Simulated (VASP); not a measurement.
# GaN (F-43m) in VASP: settings compared, part 2 of 2

VASP 6.6.1. Earlier steps stand in the parts before.

## 3. Single point, LDA

Input file INCAR:

```
  ALGO = Normal
  EDIFF = 1E-7
  ENCUT = 520
  GGA = CA
  ISIF = 2
  ISMEAR = -1
  LASPH = True
  LCHARG = True
  LELF = True
  LREAL = False
  LVHAR = True
  LWAVE = False
  NBANDS = 16
  NELM = 100
  PREC = Accurate
  SIGMA = 0.05
```

Input file KPOINTS:

```
k-points
0
Gamma
  10 10 10
```

Input file POSCAR:

```
GaN
1.0
    0.0000000000      2.2535006075      2.2535006075
    2.2535006075      0.0000000000      2.2535006075
    2.2535006075      2.2535006075      0.0000000000
Ga N
1 1
Direct
    0.0000000000      0.0000000000      0.0000000000
    0.2500000000      0.2500000000      0.2500000000
```

Potentials or basis: VASP PAW LDA potentials, release 64 (Ga_d, N).

Command:

```console
> cat potpaw_LDA.64/Ga_d/POTCAR potpaw_LDA.64/N/POTCAR > POTCAR
> mpirun -np 1 vasp_std > vasp.out
```

OUTCAR:

```text
EDIFF = 1E-7
   ENCUT = 520
   GGA = CA
   ISIF = 2
   ISMEAR = -1
   LASPH = True
   LREAL = False
   NELM = 100
   PREC = Accurate

 ion  position               nearest neighbor table
   1  0.000  0.000  0.000-   2 1.95   2 1.95   2 1.95   2 1.95
   2  0.250  0.250  0.250-   1 1.95   1 1.95   1 1.95   1 1.95

  LATTYP: Found a face centered cubic cell.
 ALAT       =     4.5070012150

  Lattice vectors:

 A1 = (   0.0000000000,   2.2535006075,   2.2535006075)
[... 189 lines left out ...]
      5      -8.2042      2.00000
      6      -8.2042      2.00000
[... 433 lines left out ...]
      3      -8.2988      2.00000
      4      -8.2980      2.00000
      5      -8.1434      2.00000
      6      -7.1612      2.00000
[... 8 lines left out ...]
     15      27.1968      0.00000
     16      27.3536      0.00000

 [... further k-points ...]
[... 5 lines left out ...]
  --------------------------------------------------------------------------------------
  -------------------------------------------------------------------------------------
  Total       -0.7887100     -0.7887100     -0.7887100      0.0000000     -0.0000000      0.0000000
  in kB      -55.2109059    -55.2109059    -55.2109059      0.0000000     -0.0000000      0.0000000
  external PRESSURE =     -55.2109059 kB  Pullay stress =       0.0000000 kB

 VOLUME and BASIS-vectors are now :
 -----------------------------------------------------------------------------
  energy-cutoff  :      520.00
  volume of cell :       22.89
      direct lattice vectors                 reciprocal lattice vectors
     0.000000000  2.253500607  2.253500607    -0.221877020  0.221877020  0.221877020
     2.253500607  0.000000000  2.253500607     0.221877020 -0.221877020  0.221877020
     2.253500607  2.253500607  0.000000000     0.221877020  0.221877020 -0.221877020

 POSITION                                       TOTAL-FORCE (eV/Angst)
 -----------------------------------------------------------------------------------
      0.00000      0.00000      0.00000         0.000000      0.000000      0.000000
      1.12675      1.12675      1.12675        -0.000000     -0.000000     -0.000000
 -----------------------------------------------------------------------------------
    total drift:                                0.000002      0.000002      0.000002

  FREE ENERGIE OF THE ION-ELECTRON SYSTEM (eV)
  ---------------------------------------------------
  free  energy   TOTEN  =       -13.9330713710 eV

  energy  without entropy=      -13.9330713708  energy(sigma->0) =      -13.93307137
```

OSZICAR:

```text
N       E                     dE             d eps       ncg     rms          rms(c)
DAV:   1     0.755936858819E+02    0.75594E+02   -0.93394E+03  1696   0.200E+03
DAV:   2    -0.107002586382E+02   -0.86294E+02   -0.80374E+02  1696   0.319E+02
DAV:   3    -0.158950269454E+02   -0.51948E+01   -0.51731E+01  1800   0.667E+01
DAV:   4    -0.159435718003E+02   -0.48545E-01   -0.48541E-01  1816   0.680E+00
DAV:   5    -0.159442328487E+02   -0.66105E-03   -0.66105E-03  1904   0.746E-01    0.748E+00
DAV:   6    -0.139923820723E+02    0.19519E+01   -0.49633E+00  2264   0.401E+01    0.269E+00
DAV:   7    -0.139609645518E+02    0.31418E-01   -0.24217E-01  1656   0.612E+00    0.168E+00
DAV:   8    -0.139364556050E+02    0.24509E-01   -0.74339E-02  1784   0.269E+00    0.737E-01
DAV:   9    -0.139329965001E+02    0.34591E-02   -0.10337E-02  1880   0.203E+00    0.236E-01
DAV:  10    -0.139331665531E+02   -0.17005E-03   -0.12989E-03  1936   0.440E-01    0.120E-01
DAV:  11    -0.139330696082E+02    0.96945E-04   -0.26413E-04  2312   0.290E-01    0.258E-02
DAV:  12    -0.139330715603E+02   -0.19520E-05   -0.17062E-05  1648   0.383E-02    0.538E-03
DAV:  13    -0.139330713840E+02    0.17629E-06   -0.64963E-07  2376   0.134E-02    0.601E-03
DAV:  14    -0.139330713710E+02    0.12947E-07   -0.11984E-07  1088   0.277E-03
   1 F= -.13933071E+02 E0= -.13933071E+02  d E =-.237220E-09
```

It took 9.1 s on 1 thread of Intel Xeon Platinum 8488C (Sapphire Rapids), shared host; peak memory 0.11 GiB.

Results:

* Free energy: -13.9331 eV
* Pressure: -5.5 GPa
* Band gap on the k mesh: 1.75 eV, direct

Levels at points of the mesh, in eV from the valence-band top:
```
           k point  band 7  band 8  band 9  band 10  band 11  band 12
(0.00, 0.00, 0.00)    0.00    0.00    0.00     1.75    10.11    10.11
(0.50, 0.00, 0.00)   -7.12   -0.98   -0.98     4.54     8.60    10.20
(0.50, 0.50, 0.00)   -6.20   -2.73   -2.73     3.25     6.48    11.50
```

Expect the measured gap to be larger: semilocal functionals such as LDA lack the derivative discontinuity.

## 4. Single point, PBEsol+D3(BJ)

This run uses another cell than the first one, of 11.19 Å³/atom, 0.977 times its volume.

Input file INCAR:

```
ALGO = Normal
EDIFF = 1E-7
ENCUT = 520
GGA = PS
ISIF = 2
ISMEAR = -1
IVDW = 12
LASPH = T
LCHARG = F
LREAL = F
LWAVE = F
NBANDS = 16
NELM = 80
PREC = Accurate
SIGMA = 0.05
```

KPOINTS is that of step 3.

Input file POSCAR:

```
GaN
1.0
    0.0000000000      2.2364355240      2.2364355240
    2.2364355240      0.0000000000      2.2364355240
    2.2364355240      2.2364355240      0.0000000000
Ga N
1 1
Direct
    0.0000000000      0.0000000000      0.0000000000
    0.2500000000      0.2500000000      0.2500000000
```

Potentials or basis: VASP PAW PBE potentials, release 64 (Ga_d, N).

Command:

```console
> cat potpaw_PBE.64/Ga_d/POTCAR potpaw_PBE.64/N/POTCAR > POTCAR
> mpirun -np 1 vasp_std > vasp.out
```

It took 11 s on 1 thread of Intel Xeon Platinum 8488C (Sapphire Rapids), shared host; peak memory 0.13 GiB.

Results (log left out):

```yaml
Free_energy: -13.5700 eV
Pressure: -0.2 GPa
Band_gap_on_the_k_mesh: 1.83 eV, direct
Dispersion_energy_per_atom: -0.226 eV
```

Levels at points of the mesh, in eV from the valence-band top:
```
           k point  band 5  band 6  band 7  band 8  band 9  band 10  band 11  band 12  band 13  band 14
(0.00, 0.00, 0.00)  -13.08  -13.08    0.00    0.00    0.00     1.83    10.34    10.34    10.34    17.69
(0.50, 0.00, 0.00)  -13.03  -11.83   -7.27   -1.01   -1.01     4.72     8.74    10.38    10.38    15.63
(0.50, 0.50, 0.00)  -12.99  -11.40   -6.28   -2.82   -2.82     3.23     6.69    11.74    14.12    14.12
```

Caveat: the PAW data sets were made with another functional, which shifts forces and pressure a little. Expect the measured gap to be larger: semilocal functionals such as PBEsol lack the derivative discontinuity.

## 5. The runs side by side

| level | potentials or basis | cell | smearing | gap on the mesh (eV) | pressure (GPa) |
| --- | --- | --- | --- | --- | --- |
| PBE | VASP PAW PBE potentials, release 64 (Ga_d, N) | a = 3.187 Å, angles 60.0°, 2 atoms | gaussian 0.023 eV | 1.72 | 5.1 |
| LDA | VASP PAW LDA potentials, release 64 (Ga_d, N) | a = 3.187 Å, angles 60.0°, 2 atoms | fermi-dirac 0.05 eV | 1.75 | -5.5 |
| PBEsol+D3(BJ) | VASP PAW PBE potentials, release 64 (Ga_d, N) | a = 3.163 Å, angles 60.0°, 2 atoms | fermi-dirac 0.05 eV | 1.83 | -0.2 |

Alike in all rows: task single point; no spin polarisation; k mesh 10 × 10 × 10; cutoff (eV) 520.

Caveats: the PAW data sets were made with another functional, which shifts forces and pressure a little (some runs).

Total energies depend on the potentials used, so only differences within one code and one set of settings carry meaning.
